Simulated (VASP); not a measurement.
# PtSe2 (P6_3/mmc) in VASP: a series of runs

PtSe2 is run at these levels: PBE+D3(BJ), PBE, r2SCAN+rVV10, r2SCAN; tasks: single point.

Everything below comes from runs of VASP 6.6.1. Logs are shortened: lines on timing, memory, paths and dates and some standing lists are left out, and cuts for length are marked.

## (1) The cell of the first run

The structure is hexagonal, space group P6_3/mmc (No. 194). The conventional cell has a = 3.581 Å, b = 3.581 Å, c = 10.995 Å, α = 90.00°, β = 90.00°, γ = 120.00°. Pt (site symmetry -6m2) has 6 Se at 2.56 Å within 3.4 Å. Within 3.4 Å of Se (site symmetry 3m) lie 3 Pt at 2.56 Å and 4 Se at 3.02 to 3.23 Å.

## (2) Single point, PBE+D3(BJ)

INCAR reads:

```
SYSTEM = PtSe2
ALGO     = Normal         ! electronic algorithm
EDIFF    = 1E-6           ! SCF threshold, eV
ENCUT    = 520            ! plane-wave cutoff, eV
GGA      = PE             ! functional
ISIF     = 2              ! what is computed and relaxed
ISMEAR   = -1             ! smearing method
IVDW     = 12             ! dispersion correction
LASPH    = .TRUE.         ! aspherical terms in the spheres
LCHARG   = .TRUE.         ! write CHGCAR
LELF     = .TRUE.         ! ELF
LREAL    = .FALSE.        ! projectors in reciprocal space
LVHAR    = .TRUE.       
LWAVE    = .FALSE.        ! write WAVECAR
NBANDS   = 31             ! bands
NELM     = 80             ! most SCF steps
PREC     = Accurate       ! precision mode
SIGMA    = 0.02           ! smearing width, eV
```

KPOINTS reads:

```
k-points
0
G
  12 12 2
  0 0 0
```

POSCAR reads:

```
PtSe2
1.0
    3.5814374929      0.0000000000      0.0000000000
   -1.7907187464      3.1016158509      0.0000000000
    0.0000000000      0.0000000000     10.9954946516
Pt Se
2 4
Direct
    0.3333333333      0.6666666667      0.2500000000
    0.6666666667      0.3333333333      0.7500000000
    0.6666666667      0.3333333333      0.3872919739
    0.6666666667      0.3333333333      0.1127080261
    0.3333333333      0.6666666667      0.8872919739
    0.3333333333      0.6666666667      0.6127080261
```

Potentials or basis: VASP PAW PBE potentials, release 64 (Pt, Se).

Run with:

```
> cat potpaw_PBE.64/Pt/POTCAR potpaw_PBE.64/Se/POTCAR > POTCAR
> mpirun -np 1 vasp_std > vasp.out
```

OUTCAR:

```text
SYSTEM = PtSe2
   EDIFF = 1E-6
   ENCUT = 520
   GGA = PE
   ISIF = 2
   ISMEAR = -1
   IVDW = 12
   LASPH = .TRUE.
   LREAL = .FALSE.
   NELM = 80
   PREC = Accurate
 IVDW          = 12

 ion  position               nearest neighbor table
   1  0.333  0.667  0.250-   3 2.56   4 2.56   3 2.56   4 2.56   3 2.56   4 2.56
   2  0.667  0.333  0.750-   5 2.56   6 2.56   5 2.56   6 2.56   5 2.56   6 2.56
   3  0.667  0.333  0.387-   1 2.56   1 2.56   1 2.56
   4  0.667  0.333  0.113-   1 2.56   1 2.56   1 2.56
   5  0.333  0.667  0.887-   2 2.56   2 2.56   2 2.56
   6  0.333  0.667  0.613-   2 2.56   2 2.56   2 2.56

  LATTYP: Found a hexagonal cell.
 ALAT       =     3.5814374929
 C/A-ratio  =     3.0701344567

  Lattice vectors:

 A1 = (   3.5814374929,   0.0000000000,   0.0000000000)
 A2 = (  -1.7907187464,   3.1016158509,   0.0000000000)
 A3 = (   0.0000000000,   0.0000000000,  10.9954946516)

Analysis of symmetry for initial positions (statically):
=====================================================================
 Subroutine PRICEL returns:
 Original cell was already a primitive cell.

 Routine SETGRP: Setting up the symmetry group for a
 hexagonal supercell.

 Subroutine GETGRP returns: Found 24 space group operations
 (whereof 12 operations were pure point group operations)
 out of a pool of 24 trial point group operations.

The static configuration has the point symmetry D_3d.
 The point group associated with its full space group is D_6h.

Analysis of symmetry for dynamics (positions and initial velocities):
=====================================================================
 Subroutine PRICEL returns:
 Original cell was already a primitive cell.

 Routine SETGRP: Setting up the symmetry group for a
 hexagonal supercell.

 Subroutine GETGRP returns: Found 24 space group operations
 (whereof 12 operations were pure point group operations)
 out of a pool of 24 trial point group operations.

The dynamic configuration has the point symmetry D_3d.
 The point group associated with its full space group is D_6h.

 Subroutine INISYM returns: Found 24 space group operations
 (whereof 12 operations are pure point group operations),
 and found     1 'primitive' translations

----------------------------------------------------------------------------------------

                                     Primitive cell

  volume of cell :     122.1406

  direct lattice vectors                    reciprocal lattice vectors
     3.581437493  0.000000000  0.000000000     0.279217494  0.161206295  0.000000000
    -1.790718746  3.101615851  0.000000000     0.000000000  0.322412590  0.000000000
     0.000000000  0.000000000 10.995494652     0.000000000  0.000000000  0.090946340

  length of vectors
     3.581437493  3.581437493 10.995494652     0.322412590  0.322412590  0.090946340

  position of ions in fractional coordinates (direct lattice)
     0.333333333  0.666666667  0.250000000
     0.666666667  0.333333333  0.750000000
     0.666666667  0.333333333  0.387291974
     0.666666667  0.333333333  0.112708026
     0.333333333  0.666666667  0.887291974
     0.333333333  0.666666667  0.612708026

  ion indices of the primitive-cell ions
   primitive index   ion index
                 1           1
                 2           2
                 3           3
                 4           4
                 5           5
                 6           6

----------------------------------------------------------------------------------------

 KPOINTS: k-points

Automatic generation of k-mesh.
 Grid dimensions read from file:
 generate k-points for:   12   12    2

 Generating k-lattice:

  Cartesian coordinates                     Fractional coordinates (reciprocal lattice)
     0.023268124  0.013433858  0.000000000     0.083333333  0.000000000  0.000000000
     0.000000000  0.026867716  0.000000000     0.000000000  0.083333333  0.000000000
     0.000000000  0.000000000  0.045473170     0.000000000  0.000000000  0.500000000

  Length of vectors
     0.026867716  0.026867716  0.045473170

  Shift w.r.t. Gamma in fractional coordinates (k-lattice)
     0.000000000  0.000000000  0.000000000

 Subroutine IBZKPT returns following result:
 ===========================================

 Found     38 irreducible k-points:

 Following reciprocal coordinates:
            Coordinates               Weight
  0.000000  0.000000  0.000000      1.000000
  0.083333 -0.000000  0.000000      6.000000
  0.166667 -0.000000  0.000000      6.000000
  0.250000 -0.000000  0.000000      6.000000
  0.333333 -0.000000  0.000000      6.000000
  0.416667  0.000000  0.000000      6.000000
[... 16 lines left out ...]
  0.250000 -0.000000  0.500000      6.000000
  0.333333 -0.000000  0.500000      6.000000
 [... further k-points ...]
   k-points           NKPTS =     38   k-points in BZ     NKDIM =     38   number of bands    NBANDS=     31
   number of dos      NEDOS =    301   number of ions     NIONS =      6
   total plane-waves  NPLWV =  65856
   dimension x,y,z NGX =    28 NGY =   28 NGZ =   84
   dimension x,y,z NGXF=    56 NGYF=   56 NGZF=  168
   ions per type =               2   4
   NGX,Y,Z   is equivalent  to a cutoff of  13.00, 13.00, 12.70 a.u.
   NGXF,Y,Z  is equivalent  to a cutoff of  25.99, 25.99, 25.40 a.u.
 SYSTEM =  PtSe2
   PREC   = accura    normal or accurate (medium, high low for compatibility)
   ISTART =      0    job   : 0-new  1-cont  2-samecut
   ICHARG =      2    charge: 1-file 2-atom 10-const
   ISPIN  =      1    spin polarized calculation?
   LNONCOLLINEAR =      F non collinear calculations
   LSORBIT =      F    spin-orbit coupling
   LASPH  =      T    aspherical Exc in radial PAW
   ENCUT  =  520.0 eV  38.22 Ry    6.18 a.u.   6.66  6.66 20.44*2*pi/ulx,y,z
   NELM   =     80;   NELMIN=  2; NELMDL= -5     # of ELM steps
   EDIFF  = 0.1E-05   stopping-criterion for ELM
   LREAL  =      F    real-space projection
   EDIFFG = 0.1E-04   stopping-criterion for IOM
   NSW    =      0    number of steps for IOM
   IBRION =     -1    ionic relax: 0-MD 1-quasi-New 2-CG
   NFREE  =      0    steps in history (QN), initial steepest desc. (CG)
   ISIF   =      2    stress and relaxation
   ISYM   =      2    0-nonsym 1-usesym 2-fastsym
   POTIM  = 0.5000    time-step for ionic-motion
   TEBEG  =    0.0;   TEEND  =   0.0 temperature during run
   PSTRESS=    0.0 pullay stress
   NELECT =      44.0000    total number of electrons
   NUPDOWN=      -1.0000    fix difference up-down
   EMIN   =  10.00;   EMAX   =-10.00  energy-range for DOS
   EFERMI =   0.00;   METHOD = LEGACY
   ISMEAR =    -1;   SIGMA  =   0.02  broadening in eV -4-tet -1-fermi 0-gaus
   EFERMI_NEDOS =   21; number of points for ismear=-14 and -15
   IALGO  =     38    algorithm
   IMIX   =      4    mixing-type and parameters
     AMIX     =   0.40;   BMIX     =  1.00
     AMIX_MAG =   1.60;   BMIX_MAG =  1.00
  volume/ion in A,a.u.               =      20.36       137.37
  Fermi-wavevector in a.u.,A,eV,Ry     =   1.164856  2.201259 18.461611  1.356890
  Thomas-Fermi vector in A             =   2.301389
   LORBIT       =      0    0 simple, 1 ext, 2 COOP (PROOUT), +10 PAW based schemes
   GGA     = PE    functional components
   LHFCALC =     F    Hartree Fock is set to
   AEXX    =    0.0000 exact exchange contribution
   IVDW    =    12    specifies the selected vdW correction
   LEPSILON=     F    determine dielectric tensor
   LRPA    =     F    only Hartree local field effects (RPA)
 non-spin polarized calculation
  energy-cutoff  :      520.00
  volume of cell :      122.14
 maximum number of plane-waves:      3341
 NGX is ok and might be reduce to    28
   NGX = 13   NGY = 13   NGZ = 41

 number of electron      44.0000004 magnetization

 Free energy of the ion-electron system (eV)
  ---------------------------------------------------
  ext. energy  EPLUGINS =         0.00000000
  ---------------------------------------------------
  free energy    TOTEN  =       -26.09614370 eV

  energy without entropy =      -26.09356077  energy(sigma->0) =      -26.09485223

 E-fermi :   6.3794     XC(G=0): -10.7191

 val. band max:        6.3387041870   @ k =   0.1667   0.0833   0.0000
 cond. band min:       6.3980408605   @ k =   0.2500  -0.0000   0.0000
 fundamental gap:      0.0593366735
 Fermi energy:         6.3793614049

 k-point     1 :       0.0000    0.0000    0.0000
  band No.  band energies     occupation
      1      -9.2213      2.00000
      2      -8.4714      2.00000
      3      -8.0283      2.00000
      4      -6.7536      2.00000
      5      -1.1760      2.00000
      6       0.8673      2.00000
[... 23 lines left out ...]
     30      12.9169      0.00000
     31      13.8431      0.00000

 k-point     2 :       0.0833   -0.0000    0.0000
  band No.  band energies     occupation
      1      -9.1499      2.00000
      2      -8.4084      2.00000
      3      -7.9795      2.00000
      4      -6.7365      2.00000
      5      -1.0878      2.00000
      6       0.9344      2.00000
[... 23 lines left out ...]
     30      13.2905      0.00000
     31      13.4065      0.00000

 k-point     3 :       0.1667   -0.0000    0.0000
  band No.  band energies     occupation
      1      -8.9444      2.00000
      2      -8.2315      2.00000
      3      -7.8389      2.00000
      4      -6.6919      2.00000
      5      -0.8463      2.00000
      6       0.9599      2.00000
[... 23 lines left out ...]
     30      13.2886      0.00000
     31      13.5389      0.00000

 k-point     4 :       0.2500   -0.0000    0.0000
  band No.  band energies     occupation
      1      -8.6329      2.00000
      2      -7.9795      2.00000
      3      -7.6249      2.00000
      4      -6.6388      2.00000
      5      -0.5528      2.00000
      6       0.4735      2.00000
[... 635 lines left out ...]
     30      12.7807      0.00000
     31      13.6621      0.00000

 k-point    23 :       0.2500   -0.0000    0.5000
  band No.  band energies     occupation
      1      -8.4220      2.00000
      2      -8.4220      2.00000
      3      -7.0252      2.00000
      4      -7.0252      2.00000
      5       0.0257      2.00000
      6       0.0257      2.00000
[... 23 lines left out ...]
     30      12.6110      0.00000
     31      13.8064      0.00000

 k-point    24 :       0.3333   -0.0000    0.5000
  band No.  band energies     occupation
      1      -8.0858      2.00000
      2      -8.0858      2.00000
      3      -6.9024      2.00000
      4      -6.9024      2.00000
      5      -0.1365      2.00000
      6      -0.1365      2.00000
[... 23 lines left out ...]
     30      12.7931      0.00000
     31      13.2935      0.00000

 [... further k-points ...]

------------------------ aborting loop because EDIFF is reached ----------------------------------------

 Edisp (eV)   -2.83801

 E8    (eV) :    -1.2134

  FORCE on cell =-STRESS in cart. coord.  units (eV):
  Direction    XX          YY          ZZ          XY          YZ          ZX
  --------------------------------------------------------------------------------------
  -------------------------------------------------------------------------------------
  Total      -0.00731    -0.00731    -0.05839    -0.00000     0.00000     0.00000
  in kB      -0.09585    -0.09585    -0.76588    -0.00000     0.00000     0.00000
  external pressure =       -0.32 kB  Pullay stress =        0.00 kB

 VOLUME and BASIS-vectors are now :
 -----------------------------------------------------------------------------
  energy-cutoff  :      520.00
  volume of cell :      122.14
      direct lattice vectors                 reciprocal lattice vectors
     3.581437493  0.000000000  0.000000000     0.279217494  0.161206295  0.000000000
    -1.790718746  3.101615851  0.000000000     0.000000000  0.322412590  0.000000000
     0.000000000  0.000000000 10.995494652     0.000000000  0.000000000  0.090946340

 POSITION                                       TOTAL-FORCE (eV/Angst)
 -----------------------------------------------------------------------------------
     -0.00000      2.06774      2.74887        -0.000000      0.000000      0.000000
      1.79072      1.03387      8.24662         0.000000     -0.000000      0.000000
      1.79072      1.03387      4.25847         0.000000     -0.000000      0.003027
      1.79072      1.03387      1.23928         0.000000     -0.000000     -0.003027
     -0.00000      2.06774      9.75621         0.000000      0.000000      0.003027
     -0.00000      2.06774      6.73703         0.000000      0.000000     -0.003027
 -----------------------------------------------------------------------------------
    total drift:                               -0.000000      0.000000      0.000000

  FREE ENERGIE OF THE ION-ELECTRON SYSTEM (eV)
  ---------------------------------------------------
  free  energy   TOTEN  =       -28.9341525918 eV

  energy  without entropy=      -28.9315696702  energy(sigma->0) =      -28.93286113
```

It took 74 s on 1 thread of Intel Xeon 6975P-C (Granite Rapids), shared host; peak memory 0.31 GiB.

What came out:

```yaml
Free_energy: -28.9342 eV
Pressure: 0.0 GPa
Largest_force: 0.003 eV/Å
Band_gap_on_the_k_mesh: zero (bands 22 and 23 overlap by 1.16 eV)
Dispersion_energy_per_atom: -0.473 eV
```

Forces on the atoms (eV/Å):
```
Pt   0.000  0.000  0.000
Pt   0.000  0.000  0.000
Se   0.000  0.000  0.003
Se   0.000  0.000 -0.003
Se   0.000  0.000  0.003
Se   0.000  0.000 -0.003
```

Caveat: spin-orbit coupling is left out, which moves the levels of the heavy elements.

## (3) Single point, PBE

This run uses another cell than the first one, of 21.01 Å³/atom.

INCAR reads:

```
PREC = Accurate
ENCUT = 520
EDIFF = 1E-6
ISMEAR = -1
SIGMA = 0.02
LREAL = F
LASPH = T
NELM = 100
ALGO = Normal
ISIF = 2
LWAVE = F
LCHARG = F
GGA = PE
NBANDS = 31
```

KPOINTS reads:

```
regular mesh
0
Gamma
  12 12 2
```

POSCAR reads:

```
PtSe2
1.0
    3.5965019770      0.0000000000      0.0000000000
   -1.7982509885      3.1146620768      0.0000000000
    0.0000000000      0.0000000000     11.2548349238
Pt Se
2 4
Direct
    0.3333333333      0.6666666667      0.2500000000
    0.6666666667      0.3333333333      0.7500000000
    0.6666666667      0.3333333333      0.3819417251
    0.6666666667      0.3333333333      0.1180582749
    0.3333333333      0.6666666667      0.8819417251
    0.3333333333      0.6666666667      0.6180582749
```

Potentials or basis: VASP PAW PBE potentials, release 64 (Pt, Se).

Run with:

```
> cat potpaw_PBE.64/Pt/POTCAR potpaw_PBE.64/Se/POTCAR > POTCAR
> mpirun -np 1 vasp_std > vasp.out
```

Run time: 70 s. Hardware: 1 thread of Intel Xeon 6975P-C (Granite Rapids), shared host; peak memory 0.3 GiB.

The run converged. Its results:

| Quantity | Value |
| --- | --- |
| Free energy | -26.1512 eV |
| Pressure | 3.4 GPa |
| Largest force | 0.231 eV/Å |
| Band gap on the k mesh | zero (bands 22 and 23 overlap by 0.87 eV) |

Forces in eV/Å, atoms in the order of the input:
```
Pt   0.000  0.000  0.000
Pt   0.000  0.000  0.000
Se   0.000  0.000  0.231
Se   0.000  0.000 -0.231
Se   0.000  0.000  0.231
Se   0.000  0.000 -0.231
```

Stress tensor (GPa, compression positive):
```
3.65 0.00 0.00
0.00 3.65 0.00
0.00 0.00 2.96
```

Levels at points of the mesh, in eV from the Fermi level:
```
           k point  band 20  band 21  band 22  band 23  band 24  band 25
(0.00, 0.00, 0.00)     0.38     0.43     0.43     0.61     0.61     0.96
(0.50, 0.00, 0.00)    -2.08    -1.86    -1.42     0.15     0.74     1.75
(0.00, 0.00, 0.50)     0.34     0.34     0.34     0.82     0.82     0.82
(0.50, 0.00, 0.50)    -2.06    -1.68    -1.68     0.93     0.93     1.26
```

Caveat: the cell stands under pressure; spin-orbit coupling is left out, which moves the levels of the heavy elements.

## (4) Single point, r2SCAN+rVV10

This run uses another cell than the first one, of 21.01 Å³/atom.

POSCAR is that of step 3.

INCAR.step1 reads:

```
SYSTEM = PtSe2
ALGO = Normal
EDIFF = 1E-4
ENCUT = 520
GGA = PE
ISMEAR = -1
LASPH = .TRUE.
LCHARG = .FALSE.
LREAL = .FALSE.
LWAVE = .TRUE.
NBANDS = 31
NELM = 60
PREC = Accurate
SIGMA = 0.02
```

INCAR.step2 reads:

```
SYSTEM = PtSe2
ALGO = Normal
BPARAM = 11.95
CPARAM = 0.0093
EDIFF = 1E-7
ENCUT = 520
ISIF = 2
ISMEAR = -1
ISTART = 1
IVDW_NL = 2
LASPH = .TRUE.
LCHARG = .TRUE.
LELF = .TRUE.
LMIXTAU = .TRUE.
LREAL = .FALSE.
LUSE_VDW = .TRUE.
LVHAR = .TRUE.
LWAVE = .FALSE.
METAGGA = R2SCAN
NBANDS = 31
NELM = 60
PREC = Accurate
SIGMA = 0.02
```

KPOINTS reads:

```
k-points
0
G
  12 12 2
  0 0 0
```

Run with:

```
> cat potpaw_PBE.64/Pt/POTCAR potpaw_PBE.64/Se/POTCAR > POTCAR
> cp INCAR.step1 INCAR
> mpirun -np 1 vasp_std > vasp.out
> cp INCAR.step2 INCAR
> mpirun -np 1 vasp_std > vasp.out
```

It took 7.1 min on 1 thread of Intel Xeon 6975P-C (Granite Rapids), shared host; peak memory 0.58 GiB.

Results (log left out):

```
Free energy            : -159.3534 eV
Pressure               : 0.4 GPa
Largest force          : 0.029 eV/Å
Band gap on the k mesh : zero (bands 22 and 23 overlap by 0.84 eV)
```

Forces in eV/Å, atoms in the order of the input:
```
Pt   0.000  0.000  0.000
Pt   0.000  0.000  0.000
Se   0.000  0.000  0.029
Se   0.000  0.000 -0.029
Se   0.000  0.000  0.029
Se   0.000  0.000 -0.029
```

Stress tensor (GPa, compression positive):
```
0.47 0.00 0.00
0.00 0.47 0.00
0.00 0.00 0.33
```

Levels at points of the mesh, in eV from the Fermi level:
```tsv
k point	band 19	band 20	band 21	band 22	band 23	band 24	band 25	band 26
(0.00, 0.00, 0.00)	0.32	0.36	0.41	0.41	0.62	0.62	0.95	0.95
(0.50, 0.00, 0.00)	-2.24	-2.20	-1.98	-1.52	0.26	0.79	1.83	2.16
(0.00, 0.00, 0.50)	0.34	0.34	0.34	0.34	0.81	0.81	0.81	0.81
(0.50, 0.00, 0.50)	-2.17	-2.17	-1.79	-1.79	1.05	1.05	1.32	1.32
```

Caveat: the PAW data sets were made with another functional, which shifts forces and pressure a little; spin-orbit coupling is left out, which moves the levels of the heavy elements.

[end of part 1 of 2]
